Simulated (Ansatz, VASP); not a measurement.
## C in VASP and in Ansatz

```
C
1.0
    -1.23278    2.13410    0.00000
    -1.23278    0.00000   -3.39788
    -3.69834   -2.13410    0.00000
C
4
Direct
  0.24083 0.03720 0.90739
  0.75926 0.96280 0.42591
  0.24574 0.01695 0.57914
  0.75417 0.98305 0.08755
```

Change from the starting cell: mode 4 frozen in at -0.034 Å and mode 6 at -0.092 Å (largest displacements).

Alike in both runs: task single point; functional PBE; dispersion D3(BJ); k mesh 14 × 10 × 8; occupations gaussian, width 0.03 eV; no spin polarisation.

|  | VASP | Ansatz |
| --- | --- | --- |
| version | VASP 6.6.1 | Ansatz 0.2.0 |
| potentials or method | VASP PAW PBE potentials, release 64 (C), cutoff 520 eV | scalar-relativistic, plane waves, PAW |
| valence electrons in the cell | 16 | 16 |

VASP gave:

* gap on the k mesh at the Fermi level (eV): 0.45
* least direct gap on the mesh (eV): 0.56
* pressure (GPa): -2.4
* traceless stress, the component that is largest in VASP (GPa): -0.42
* rms of the force components (eV/Å): 1.005

Q: Estimate Ansatz's values.

A: gap on the k mesh at the Fermi level (eV): 0.45; least direct gap on the mesh (eV): 0.56; pressure (GPa): -2.8; traceless stress, the component that is largest in VASP (GPa): 0.09; rms of the force components (eV/Å): 1.010.

Atom by atom the forces differ by 0.005 eV/Å (rms over components).
